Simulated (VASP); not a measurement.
# Te in VASP: settings compared, part 2 of 2

VASP 6.6.1. The steps go on from the part before.

## (3) Single point, HSE06+D3(BJ), collinear spin

The input, POSCAR:

```
Te
1.0
   10.5000000000      0.0000000000      0.0000000000
    0.0000000000     11.0000000000      0.0000000000
    0.0000000000      0.0000000000     11.5000000000
Te
1
Direct
    0.5000000000      0.5045454500      0.5000000000
```

The input, INCAR.step1:

```
SYSTEM = Te
PREC = Accurate ; ENCUT = 400
EDIFF = 1E-5 ; ISMEAR = 0
SIGMA = 0.005 ; LREAL = .False.
LASPH = .True. ; NELM = 200
ALGO = Normal ; ISIF = 2
LWAVE = .True. ; LCHARG = .False.
ISPIN = 2 ; MAGMOM = 2
LORBIT = 11 ; GGA = PE
NBANDS = 13 ; GGA_COMPAT = .False.
NELMDL = -8
```

The input, INCAR.step2:

```
SYSTEM = Te
PREC = Accurate ; ENCUT = 400
EDIFF = 1E-6 ; ISMEAR = 0
SIGMA = 0.005 ; LREAL = .False.
LASPH = .True. ; NELM = 200
ALGO = Normal ; ISIF = 2
LWAVE = .False. ; LCHARG = .False.
ISPIN = 2 ; MAGMOM = 2
LORBIT = 11 ; GGA = PE
LHFCALC = .True. ; HFSCREEN = 0.2079
PRECFOCK = Normal ; IVDW = 12
VDW_S6 = 1.0 ; VDW_S8 = 2.31
VDW_A1 = 0.383 ; VDW_A2 = 5.685
ISTART = 1 ; NBANDS = 13
GGA_COMPAT = .False.
```

The input, KPOINTS:

```
Automatic mesh
0
Gamma
  1 1 1
  0 0 0
```

Potentials or basis: VASP PAW PBE potentials, release 64 (Te).

The run is started by

```bash
$ cat potpaw_PBE.64/Te/POTCAR > POTCAR
$ cp INCAR.step1 INCAR
$ mpirun -np 1 vasp_gam > vasp.out
$ cp INCAR.step2 INCAR
$ mpirun -np 1 vasp_gam > vasp.out
```

OUTCAR:

```text
SYSTEM = Te
   PREC = Accurate
   ENCUT = 400
   EDIFF = 1E-6
   ISMEAR = 0
   LREAL = .False.
   LASPH = .True.
   NELM = 200
   ISIF = 2
   ISPIN = 2
   LORBIT = 11
   GGA = PE
   LHFCALC = .True.
   HFSCREEN = 0.2079
   PRECFOCK = Normal
   IVDW = 12
   ISTART = 1
 IVDW          = 12

 ion  position               nearest neighbor table
   1  0.500  0.505  0.500-

  LATTYP: Found a simple orthorhombic cell.
 ALAT       =    10.5000000000
 B/A-ratio  =     1.0476190476
 C/A-ratio  =     1.0952380952

  Lattice vectors:

 A1 = (  10.5000000000,   0.0000000000,   0.0000000000)
 A2 = (   0.0000000000,  11.0000000000,   0.0000000000)
 A3 = (   0.0000000000,   0.0000000000,  11.5000000000)

Analysis of symmetry for initial positions (statically):
=====================================================================
 Subroutine PRICEL returns:
 Original cell was already a primitive cell.

 Routine SETGRP: Setting up the symmetry group for a
 simple orthorhombic supercell.

 Subroutine GETGRP returns: Found  8 space group operations
 (whereof  4 operations were pure point group operations)
 out of a pool of  8 trial point group operations.

The static configuration has the point symmetry C_2v.
 The point group associated with its full space group is D_2h.

Analysis of symmetry for dynamics (positions and initial velocities):
=====================================================================
 Subroutine PRICEL returns:
 Original cell was already a primitive cell.

 Routine SETGRP: Setting up the symmetry group for a
 simple orthorhombic supercell.

 Subroutine GETGRP returns: Found  8 space group operations
 (whereof  4 operations were pure point group operations)
 out of a pool of  8 trial point group operations.

The dynamic configuration has the point symmetry C_2v.
 The point group associated with its full space group is D_2h.

Analysis of structural, dynamic, and magnetic symmetry:
=====================================================================
 Subroutine PRICEL returns:
 Original cell was already a primitive cell.

 Routine SETGRP: Setting up the symmetry group for a
 simple orthorhombic supercell.

 Subroutine GETGRP returns: Found  8 space group operations
 (whereof  4 operations were pure point group operations)
 out of a pool of  8 trial point group operations.

The overall configuration has the point symmetry C_2v.
 The point group associated with its full space group is D_2h.

 Subroutine INISYM returns: Found  8 space group operations
 (whereof  4 operations are pure point group operations),
 and found     1 'primitive' translations

----------------------------------------------------------------------------------------

                                     Primitive cell

  volume of cell :    1328.2500

  direct lattice vectors                    reciprocal lattice vectors
    10.500000000  0.000000000  0.000000000     0.095238095  0.000000000  0.000000000
     0.000000000 11.000000000  0.000000000     0.000000000  0.090909091  0.000000000
     0.000000000  0.000000000 11.500000000     0.000000000  0.000000000  0.086956522

  length of vectors
    10.500000000 11.000000000 11.500000000     0.095238095  0.090909091  0.086956522

  position of ions in fractional coordinates (direct lattice)
     0.500000000  0.504545450  0.500000000

  ion indices of the primitive-cell ions
   primitive index   ion index
                 1           1
[... 49 lines left out ...]
   LREAL  =      F    real-space projection
   EDIFFG = 0.1E-04   stopping-criterion for IOM
   NSW    =      0    number of steps for IOM
   IBRION =     -1    ionic relax: 0-MD 1-quasi-New 2-CG
   NFREE  =      0    steps in history (QN), initial steepest desc. (CG)
   ISIF   =      2    stress and relaxation
   ISYM   =      3    0-nonsym 1-usesym 2-fastsym
   POTIM  = 0.5000    time-step for ionic-motion
   TEBEG  =    0.0;   TEEND  =   0.0 temperature during run
   PSTRESS=    0.0 pullay stress
   NELECT =       6.0000    total number of electrons
   NUPDOWN=      -1.0000    fix difference up-down
   EMIN   =  10.00;   EMAX   =-10.00  energy-range for DOS
   EFERMI =   0.00;   METHOD = LEGACY
   ISMEAR =     0;   SIGMA  =   0.01  broadening in eV -4-tet -1-fermi 0-gaus
   EFERMI_NEDOS =   21; number of points for ismear=-14 and -15
   IALGO  =     38    algorithm
   IMIX   =      1    mixing-type and parameters
     AMIX     =   0.40;   BMIX     =  1.00
     AMIX_MAG =   1.60;   BMIX_MAG =  1.00
  volume/ion in A,a.u.               =    1328.25      8963.47
  Fermi-wavevector in a.u.,A,eV,Ry     =   0.270623  0.511404  0.996450  0.073237
  Thomas-Fermi vector in A             =   1.109268
   LORBIT       =     11    0 simple, 1 ext, 2 COOP (PROOUT), +10 PAW based schemes
   GGA     = PE    functional components
   LHFCALC =     T    Hartree Fock is set to
   PRECFOCK=normal    Normal, Fast or Accurate (Low or Medium for compatibility)
   ENCUT4O =  -1.0   cutoff for four orbital integrals eV
   NKREDX  =     1    reduce k-point grid by
   NKREDY  =     1    reduce k-point grid by
   NKREDZ  =     1    reduce k-point grid by
   AEXX    =    0.2500 exact exchange contribution
   HFSCREEN=    0.2079 screening length (either q_TF or 0.3 A-1)
   HFSCREENC=   0.2079 screening length for correlation (either q_TF or 0.3 A-1)
   ENCUTFOCK=  -1.0 apply spherical cutoff to Coloumb kernel
   IVDW    =    12    specifies the selected vdW correction
   LEPSILON=     F    determine dielectric tensor
   LRPA    =     F    only Hartree local field effects (RPA)
 spin polarized calculation
 Gauss-broadening in eV      SIGMA  =   0.01
  energy-cutoff  :      400.00
  volume of cell :     1328.25
 maximum number of plane-waves:     12033
 NGX is ok and might be reduce to    70
  NGX = 54; NGY = 54; NGZ = 60

 number of electron       6.0000001 magnetization       2.0000000

 Free energy of the ion-electron system (eV)
  ---------------------------------------------------
  ext. energy  EPLUGINS =         0.00000000
  ---------------------------------------------------
  free energy    TOTEN  =        -1.73748866 eV

  energy without entropy =       -1.73748866  energy(sigma->0) =       -1.73748866

 E-fermi :  -5.5903     XC(G=0):  -0.6909

 val. band max:       -5.6337040473   @ k =   0.0000   0.0000   0.0000
 cond. band min:      -4.1494332468   @ k =   0.0000   0.0000   0.0000
 fundamental gap:      1.4842708006
 Fermi energy:        -5.5903027105

 spin component 1

 k-point     1 :       0.0000    0.0000    0.0000
  band No.  band energies     occupation
      1     -16.9234      1.00000
      2      -7.3480      1.00000
      3      -7.3476      1.00000
      4      -6.2724      1.00000
      5      -0.4392      0.00000
      6       0.8264      0.00000
      7       0.8592      0.00000
      8       0.9448      0.00000
      9       0.9640      0.00000
     10       1.0670      0.00000
     11       1.0816      0.00000
     12       1.4455      0.00000
     13       1.5365      0.00000
 Fermi energy:        -5.5903027105

 spin component 2

 k-point     1 :       0.0000    0.0000    0.0000
  band No.  band energies     occupation
      1     -14.8896      1.00000
      2      -5.6337      1.00000
      3      -4.1494      0.00000
      4      -4.1488      0.00000
      5      -0.1954      0.00000
      6       1.0264      0.00000
      7       1.0543      0.00000
      8       1.0907      0.00000
      9       1.2056      0.00000
     10       1.2208      0.00000
     11       1.3394      0.00000
     12       1.7840      0.00000
     13       1.8529      0.00000

------------------------ aborting loop because EDIFF is reached ----------------------------------------

 Edisp (eV)   -0.00089

 E8    (eV) :    -0.0003

  FORCE on cell =-STRESS in cart. coord.  units (eV):
  Direction    XX          YY          ZZ          XY          YZ          ZX
  --------------------------------------------------------------------------------------
  -------------------------------------------------------------------------------------
  Total      -0.01989    -0.01494    -0.00962     0.00000     0.00000     0.00000
  in kB      -0.02399    -0.01802    -0.01160     0.00000     0.00000     0.00000
  external pressure =       -0.02 kB  Pullay stress =        0.00 kB

 VOLUME and BASIS-vectors are now :
 -----------------------------------------------------------------------------
  energy-cutoff  :      400.00
  volume of cell :     1328.25
      direct lattice vectors                 reciprocal lattice vectors
    10.500000000  0.000000000  0.000000000     0.095238095  0.000000000  0.000000000
     0.000000000 11.000000000  0.000000000     0.000000000  0.090909091  0.000000000
     0.000000000  0.000000000 11.500000000     0.000000000  0.000000000  0.086956522

 POSITION                                       TOTAL-FORCE (eV/Angst)
 -----------------------------------------------------------------------------------
      5.25000      5.55000      5.75000         0.000000      0.000000      0.000000
 -----------------------------------------------------------------------------------
    total drift:                               -0.000000     -0.000008     -0.000000

  FREE ENERGIE OF THE ION-ELECTRON SYSTEM (eV)
  ---------------------------------------------------
  free  energy   TOTEN  =        -1.7383794428 eV

  energy  without entropy=       -1.7383794428  energy(sigma->0) =       -1.73837944

 total charge

# of ion       s       p       d       tot
------------------------------------------
    1        1.376   1.932   0.001   3.309

 magnetization (x)

# of ion       s       p       d       tot
------------------------------------------
    1        0.018   1.006   0.001   1.025
```

Run time: 5.4 min. Hardware: 1 thread of Intel Xeon 6975P-C (Granite Rapids), shared host; peak memory 1.1 GiB.

What came out:

```yaml
Free_energy: -1.7384 eV
Gap_between_the_frontier_levels: 1.48 eV
Net_moment: 2.00 μB per cell
Site_moments: Te +1.02 μB
Valence_electrons_inside_the_program's_atomic_spheres: Te 3.31
Dispersion_energy_per_atom: -0.001 eV
```

Levels at points of the mesh, in eV from the valence-band top:
Spin up:
```tsv
k point	band 2	band 3	band 4	band 5	band 6	band 7
(0.00, 0.00, 0.00)	-1.71	-1.71	-0.64	5.19	6.46	6.49
```
Spin down:
| k point | band 1 | band 2 | band 3 | band 4 | band 5 | band 6 | band 7 |
| --- | --- | --- | --- | --- | --- | --- | --- |
| (0.00, 0.00, 0.00) | -9.26 | 0.00 | 1.48 | 1.48 | 5.44 | 6.66 | 6.69 |

Caveat: the PAW data sets were made with another functional, which shifts forces and pressure a little; spin-orbit coupling is left out, which moves the levels of the heavy elements.
